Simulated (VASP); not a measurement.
Write the native input for VASP 6.6.1 that does the following.

| Quantity | Value |
| --- | --- |
| Task | single point |
| Functional | PBE |
| Potentials or basis | VASP PAW PBE potentials, release 64 (Pt) |
| Cutoff | 520 eV |
| k mesh | 20 × 20 × 20 |
| Occupations | gaussian, width 0.15 eV |
| Spin | no spin polarisation |
| Dipole correction | no |
| Further INCAR settings | ALGO = Normal; EDIFF = 1e-07; NBANDS = 11 |

The structure of Pt lies in POSCAR:

```
Pt
1.0
    0.0000000000      1.9579000000      1.9089525000
    1.9579000000      0.0000000000      1.9089525000
    1.9579000000      1.9579000000      0.0000000000
Pt
1
Direct
    0.0000000000      0.0000000000      0.0000000000
```

This cell differs from its parent crystal: strain +0.000 along x and y, -0.025 along z.

One way to write it, as run:

INCAR

```
SYSTEM = Pt
PREC = Accurate
ENCUT = 520
EDIFF = 1E-7
ISMEAR = 0
SIGMA = 0.15
LREAL = .FALSE.
LASPH = .TRUE.
NELM = 100
ALGO = Normal
ISIF = 2
LWAVE = .FALSE.
LCHARG = .FALSE.
GGA = PE
NBANDS = 11
```

KPOINTS

```
regular mesh
0
G
  20 20 20
  0 0 0
```

Potentials or basis: VASP PAW PBE potentials, release 64 (Pt).

Run with:

```console
$ cat potpaw_PBE.64/Pt/POTCAR > POTCAR
$ mpirun -np 1 vasp_std > vasp.out
```

Results of the run:

| Quantity | Value |
| --- | --- |
| Pressure | 19.4 GPa |
| Band gap on the k mesh | zero (band 5 reaches 12.50 eV, above the bottom of band 6 at 10.06 eV) |

Caveat: the cell differs from its parent crystal (strain +0.000 along x and y, -0.025 along z); spin-orbit coupling is left out, which moves the levels of the heavy elements.

It took 3.3 min on 1 thread of AMD EPYC 7R13, on a shared host, peak memory 0.19 GiB.
